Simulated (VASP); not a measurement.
A run of VASP 6.6.1:

Contents of INCAR:

```
SYSTEM = As
ALGO = Normal
EDIFF = 1E-7
ENCUT = 520
GGA = PE
ISIF = 2
ISMEAR = 0
LASPH = .TRUE.
LCHARG = .FALSE.
LREAL = .FALSE.
LWAVE = .FALSE.
NBANDS = 42
NELM = 80
PREC = Accurate
SIGMA = 0.1
```

The input KPOINTS:

```
k-points
0
G
  6 6 6
  0 0 0
```

The input POSCAR:

```
As
1.0
    4.1690467625      2.4070002706      4.7751355342
   -4.1690467625      2.4070002706      4.7751355342
    0.0000000000     -4.8140005412      4.7751355342
As
12
Direct
    0.0372462512      0.6528910723      0.0372462512
    0.0372462512      0.0372462512      0.6528910723
    0.6528910723      0.0372462512      0.0372462512
    0.9627537488      0.3471089277      0.9627537488
    0.3471089277      0.9627537488      0.9627537488
    0.9627537488      0.9627537488      0.3471089277
    0.2844103127      0.6045119609      0.2844103127
    0.2844103127      0.2844103127      0.6045119609
    0.6045119609      0.2844103127      0.2844103127
    0.7155896873      0.3954880391      0.7155896873
    0.3954880391      0.7155896873      0.7155896873
    0.7155896873      0.7155896873      0.3954880391
```

Potentials or basis: VASP PAW PBE potentials, release 64 (As).

The run is started by

```console
$ cat potpaw_PBE.64/As/POTCAR > POTCAR
$ mpirun -np 1 vasp_std > vasp.out
```

Hardware: 1 thread of Intel Xeon 8259CL, with other jobs on the host.

**Question.** Estimate the wall time of this run.

**Answer.** Run time: 13 min on 1 thread of Intel Xeon 8259CL, with other jobs on the host, peak memory 0.47 GiB. Counts: scf iterations 14, k points 32.
